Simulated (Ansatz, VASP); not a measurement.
## Ge in VASP and in Ansatz

```
Ge
1.0
     0.00000    2.43503    2.43503
     2.43503    0.00000    2.43503
     2.43503    2.43503    0.00000
Ge
2
Direct
  0.87500 0.87500 0.87500
  0.12500 0.12500 0.12500
```

Change from the starting cell: volume scaled by 0.65, PAW files.

Alike in both runs: task single point; functional LDA; k mesh 13 × 13 × 13; occupations fermi-dirac, width 0.05 eV; no spin polarisation.

|  | VASP | Ansatz |
| --- | --- | --- |
| version | VASP 6.6.1 | Ansatz 0.2.0 |
| potentials or method | VASP PAW LDA potentials, release 64 (Ge_d) | PAW with Ansatz's default frozen-core files, scalar-relativistic |
| plane-wave cutoff (eV) | 500 | 420 |
| valence electrons in the cell | 28 | 28 |

Ansatz gave:

| Item | Value |
| --- | --- |
| pressure (GPa) | 83.2 |

Q: Estimate VASP's values.

A: Pressure (GPa): 84.3.

LDA's correlation is that of Perdew and Zunger in VASP and of Perdew and Wang (1992) in Ansatz. Both programs put the cell under a high pressure, so it lies far from rest at this level.

Noted on VASP's run: the cell as given lies far from equilibrium.
